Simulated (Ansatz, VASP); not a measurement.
**Cr: VASP beside Ansatz**

```xyz
2
Lattice="-2.3090 2.3090 1.2596 2.3090 -2.3090 1.2596 2.3090 2.3090 -1.2596" Properties=species:S:1:pos:R:3 pbc="T T T"
Cr    0.0000    0.0000    0.0000
Cr    0.0000    2.3090    0.6298
```

Alike in both runs: task relaxation of cell and atoms; functional PBE; k mesh 8 × 8 × 8; occupations gaussian, width 0.1 eV; no spin polarisation.

|  | VASP | Ansatz |
| --- | --- | --- |
| version | VASP 6.6.1 | Ansatz 0.2.0 |
| potentials or method | VASP PAW PBE potentials, release 64 (Cr_pv), cutoff 600 eV | scalar-relativistic, plane waves, PAW |
| valence electrons in the cell | 24 | 28 |

|  | VASP | Ansatz | Ansatz less VASP |
| --- | --- | --- | --- |
| gap on the k mesh at the Fermi level, each at its own relaxed structure (eV) | none | none | - |
| relaxed volume (Å³/atom) | 12.33 | 12.35 | +0.021 |
| relaxed cell length with the largest relative difference (Å) | 3.401 | 3.404 | +0.0030 |

A gap of «none» marks a metal or a gap that the smearing closes. VASP's potentials hold 24 valence electrons a cell and Ansatz's 28, so a difference there can come from the potentials and not from the codes.
